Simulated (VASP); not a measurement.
Here is a VASP 6.6.1 calculation.

Contents of INCAR:

```
PREC = Accurate ; ENCUT = 520
EDIFF = 1E-6 ; ISMEAR = -1
SIGMA = 0.05 ; LREAL = False
LASPH = True ; NELM = 80
ALGO = Normal ; ISIF = 2
LWAVE = False ; LCHARG = False
GGA = PE ; NBANDS = 33
```

The input KPOINTS:

```
Automatic mesh
0
Gamma
  8 8 8
```

The input POSCAR:

```
TiO2
1.0
   -1.8921000000      1.8921000000      4.8048730000
    1.8921000000     -1.8921000000      4.8048730000
    1.8921000000      1.8921000000     -4.8048730000
Ti O
2 4
Direct
    0.7500000000      0.2500000000      0.5000000000
    0.0000000000      0.0000000000      0.0000000000
    0.7924437866      0.7924437866      0.0000000000
    0.5424437866      0.0424437866      0.5000000000
    0.9575562134      0.4575562134      0.5000000000
    0.2075562134      0.2075562134      0.0000000000
```

Potentials or basis: VASP PAW PBE potentials, release 64 (Ti_sv, O).

Run with:

```sh
$ cat potpaw_PBE.64/Ti_sv/POTCAR potpaw_PBE.64/O/POTCAR > POTCAR
$ mpirun -np 1 vasp_std > vasp.out
```

Question: Predict the pressure.

Answer: 3.8 GPa.

Question: Predict the band gap on the k mesh.

Answer: 2.14 eV (least direct gap 2.44 eV).

Question: What does it give for the largest force?

Answer: 0.019 eV/Å.

Forces in eV/Å, atoms in the order of the input:
```
Ti   0.000  0.000  0.000
Ti   0.000  0.000  0.000
O    0.000  0.000 -0.019
O    0.000  0.000 -0.019
O    0.000  0.000  0.019
O    0.000  0.000  0.019
```

Caveat: the cell stands under pressure. Expect the measured gap to be larger: semilocal functionals such as PBE lack the derivative discontinuity.
